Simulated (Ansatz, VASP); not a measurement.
**One calculation of TaN, two programs**

Contents of INCAR:

```
SYSTEM = TaN
PREC = Accurate
ENCUT = 520
EDIFF = 1E-8
ISMEAR = -1
SIGMA = 0.01
LREAL = .False.
LASPH = .True.
NELM = 120
ALGO = Normal
ISIF = 2
LWAVE = .False.
LCHARG = .False.
GGA = PS
LEFG = .True.
NBANDS = 24
GGA_COMPAT = .False.
```

File KPOINTS:

```
Automatic mesh
0
Gamma
  9 9 5
  0 0 0
```

Contents of POSCAR:

```
TaN
1.0
    3.0500010905      0.0000000000      0.0000000000
   -1.5250005453      2.6413784260      0.0000000000
    0.0000000000      0.0000000000      5.0388000000
Ta N
2 2
Direct
    0.3333333333      0.6666666667      0.0000000000
    0.6666666667      0.3333333333      0.5000000000
    0.3333333333      0.6666666667      0.3850000000
    0.6666666667      0.3333333333      0.8850000000
```

Input for Ansatz:

```yaml
crystal:
  lattice:
    - [3.0500010905, 0.0, 0.0]
    - [-1.5250005453, 2.641378426, 0.0]
    - [0.0, 0.0, 5.0388]
  atoms:
    - { symbol: Ta, position: [0.3333333333, 0.6666666667, 0.0] }
    - { symbol: Ta, position: [0.6666666667, 0.3333333333, 0.5] }
    - { symbol: "N", position: [0.3333333333, 0.6666666667, 0.385] }
    - { symbol: "N", position: [0.6666666667, 0.3333333333, 0.885] }
kpoints:
  mp_grid: { grid: [9, 9, 5] }
scf:
  occupations: { method: fermi_dirac, width: 0.01 }
hamiltonian:
  xc: pbesol
  pseudopotentials: { kind: paw }
output:
  forces: true
  stress: true
  eigenvalues: true
  efg: { contact_densities: true }
```

Change from the starting cell: zz strain of +2 %, PAW files.

Alike in both runs: task electric field gradients; functional PBEsol; k mesh 9 × 9 × 5; occupations fermi-dirac, width 0.01 eV; no spin polarisation.

|  | VASP | Ansatz |
| --- | --- | --- |
| version | VASP 6.6.1 | Ansatz 0.2.0 |
| potentials or method | VASP PAW PBE potentials, release 64 (Ta_pv, N) | PAW with Ansatz's default frozen-core files, scalar-relativistic |
| plane-wave cutoff (eV) | 520 | 420 |
| valence electrons in the cell | 32 | 36 |

```tsv
	VASP	Ansatz	Ansatz less VASP
pressure (GPa)	116.9	113.9	-3.09
traceless stress, the component that is largest in VASP (GPa)	-22.02	-21.40	+0.610
rms of the force components (eV/Å)	1.888	1.863	-0.0250
size of Vzz on the site where it differs most (V/Å²)	144.1	147.3	+3.18
```

VASP's potentials were made for PBE, not for PBEsol. Atom by atom the forces differ by 0.025 eV/Å (rms over components). Both programs put the cell under a high pressure, so it lies far from rest at this level. With one functional, cell and mesh, what is left measures potentials, basis and numerics. VASP's potentials hold 32 valence electrons a cell and Ansatz's 36, so a difference there can come from the potentials and not from the codes.

Neither program's run includes spin-orbit coupling. Noted on VASP's run: the cell as given lies far from equilibrium.
